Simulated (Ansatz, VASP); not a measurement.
## HfN: VASP beside Ansatz

```
CELL_PARAMETERS angstrom
0.00000 2.24384 2.24384
2.24384 0.00000 2.24384
2.24384 2.24384 0.00000
ATOMIC_POSITIONS crystal
Hf 0.00000 0.00000 0.00000
N 0.50000 0.50000 0.50000
```

Change from the starting cell: volume scaled by 0.98.

Alike in both runs: task single point; functional LDA; k mesh 10 × 10 × 10; occupations fermi-dirac, width 0.03 eV; no spin polarisation.

|  | VASP | Ansatz |
| --- | --- | --- |
| version | VASP 6.6.1 | Ansatz 0.2.0 |
| potentials or method | VASP PAW LDA potentials, release 64 (Hf_pv, N), cutoff 520 eV | all-electron LAPW, scalar-relativistic |

VASP gave:

| Quantity | Value |
| --- | --- |
| pressure (GPa) | -5.1 |

Which values does Ansatz return?

Pressure (GPa): -3.7.

LDA's correlation is that of Perdew and Zunger in VASP and of Perdew and Wang (1992) in Ansatz. Ansatz ran all-electron here, and VASP with PAW potentials.

Spin-orbit coupling is off throughout.
